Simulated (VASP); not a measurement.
CsCl:

```
Cs Cl
1.0
     4.14068    0.00000    0.00000
     0.00000    4.14068    0.00000
     0.00000    0.00000    4.14068
Cs Cl
1 1
Direct
  0.00000 0.00000 0.00000
  0.50000 0.50000 0.50000
```

Base run:

* Program: VASP 6.6.1
* Functional: PBE
* Potentials or basis: VASP PAW PBE potentials, release 64 (Cs_sv, Cl)
* Cutoff: 500 eV
* k mesh: 4 × 4 × 4, shifted
* Occupations: gaussian, width 0.01 eV
* Spin: no spin polarisation

Its results: band gap on the k mesh 6.21 eV; pressure 0.8 GPa.

Q: The run is repeated on the same cell with these changes: k mesh from 4 × 4 × 4, shifted to 2 × 2 × 2, through Γ. What comes out?

A: Band gap on the k mesh 5.17 eV; pressure 1.6 GPa.

Caveats: some runs use coarse meshes; spin-orbit coupling is left out, which moves the levels of the heavy elements; a shifted mesh leaves out Γ, where band edges can lie (at least some runs).

A k mesh can miss the band edges.
